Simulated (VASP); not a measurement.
**CdSe: single point with LDA**

The system is CdSe.

```xyz
2
Lattice="0.0614 3.1010 3.1010 3.1010 0.0614 3.1010 3.1010 3.1010 0.0614" Properties=species:S:1:pos:R:3 pbc="T T T"
Cd    0.0000    0.0000    0.0000
Se    1.5658    1.5658    1.5658
```

This cell differs from its parent crystal: equal xy, yz and zx shear strains of +2 %.

```json
{"Program": "VASP 6.6.1", "Task": "single point", "Functional": "LDA", "Potentials or basis": "VASP PAW LDA potentials, release 64 (Cd, Se)", "Cutoff": "520 eV", "k mesh": "8 × 8 × 8", "Occupations": "fermi-dirac, width 0.03 eV", "Spin": "no spin polarisation"}
```

| Quantity | Value |
| --- | --- |
| Pressure | -2.8 GPa |
| Largest force | 0.145 eV/Å |
| Band gap on the k mesh | 0.29 eV, direct |

Forces on the atoms (eV/Å):
```
Cd   0.084  0.084  0.084
Se  -0.084 -0.084 -0.084
```

Stress tensor (GPa, compression positive):
```
-2.81 -0.75 -0.75
-0.75 -2.81 -0.75
-0.75 -0.75 -2.81
```

Levels at points of the mesh, in eV from the valence-band top:
| k point | band 7 | band 8 | band 9 | band 10 | band 11 | band 12 |
| --- | --- | --- | --- | --- | --- | --- |
| (0.00, 0.00, 0.00) | -0.11 | 0.00 | 0.00 | 0.29 | 5.54 | 5.89 |
| (0.50, 0.00, 0.00) | -4.35 | -0.79 | -0.77 | 2.09 | 6.13 | 6.35 |
| (0.50, 0.50, 0.00) | -4.07 | -1.89 | -1.75 | 2.94 | 3.57 | 8.67 |
| (0.50, 0.50, 0.50) | -4.33 | -0.66 | -0.66 | 2.24 | 6.39 | 6.39 |

Wall time 68 s on 1 thread of Intel Xeon 6975P-C (shared host), peak memory 0.21 GiB.

Caveat: the cell differs from its parent crystal (equal xy, yz and zx shear strains of +2 %).
